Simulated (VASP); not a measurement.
Set up this calculation in VASP 6.6.1, as the native input.

```
Task                   : single point
Functional             : LDA
Potentials or basis    : VASP PAW LDA potentials, release 64 (Si, W_sv)
Cutoff                 : 520 eV
k mesh                 : 9 × 9 × 6
Occupations            : gaussian, width 0.03 eV
Spin                   : no spin polarisation
Dipole correction      : no
Further INCAR settings : ALGO = Normal; EDIFF = 1e-07; NBANDS = 43
```

The structure of Si2W lies in POSCAR:

```
Si2W
1.0
    4.5117692230      0.0000000000      0.0000000000
   -2.2558846115      3.9073067631      0.0000000000
    0.0000000000      0.0000000000      6.6832837500
Si W
6 3
Direct
    0.8678328536      0.7356657073      0.5000000000
    0.1321671464      0.8678328536      0.8333333333
    0.7356657073      0.8678328536      0.1666666667
    0.1321671464      0.2643342927      0.5000000000
    0.8678328536      0.1321671464      0.8333333333
    0.2643342927      0.1321671464      0.1666666667
    0.0000000000      0.5000000000      0.1666666667
    0.5000000000      0.5000000000      0.8333333333
    0.5000000000      0.0000000000      0.5000000000
```

This cell differs from its parent crystal: c/a of the conventional cell at fixed volume 1.4813.

One way to write it, as run:

INCAR

```
SYSTEM = Si2W
ALGO     = Normal         ! electronic algorithm
EDIFF    = 1E-7           ! SCF threshold, eV
ENCUT    = 520            ! plane-wave cutoff, eV
ISIF     = 2              ! what is computed and relaxed
ISMEAR   = 0              ! smearing method
LASPH    = .TRUE.         ! aspherical terms in the spheres
LCHARG   = .FALSE.        ! write CHGCAR
LREAL    = .FALSE.        ! projectors in reciprocal space
LWAVE    = .FALSE.        ! write WAVECAR
NBANDS   = 43             ! bands
NELM     = 100            ! most SCF steps
PREC     = Accurate       ! precision mode
SIGMA    = 0.03           ! smearing width, eV
```

KPOINTS

```
k-points
0
G
  9 9 6
  0 0 0
```

Potentials or basis: VASP PAW LDA potentials, release 64 (Si, W_sv).

Command:

```sh
$ cat potpaw_LDA.64/Si/POTCAR potpaw_LDA.64/W_sv/POTCAR > POTCAR
$ mpirun -np 1 vasp_std > vasp.out
```

Results of the run:

```
Pressure               : 13.9 GPa
Largest force          : 7.303 eV/Å
Band gap on the k mesh : zero (band 33 reaches 12.74 eV, above the bottom of band 34 at 12.13 eV)
```

Caveat: spin-orbit coupling is left out, which moves the levels of the heavy elements; forces of over 1 eV/Å act on the atoms, so gaps and moduli don't describe the material at rest.

Run time: 4.5 min on 1 thread of Intel Xeon 6975P-C (shared host), peak memory 0.32 GiB.
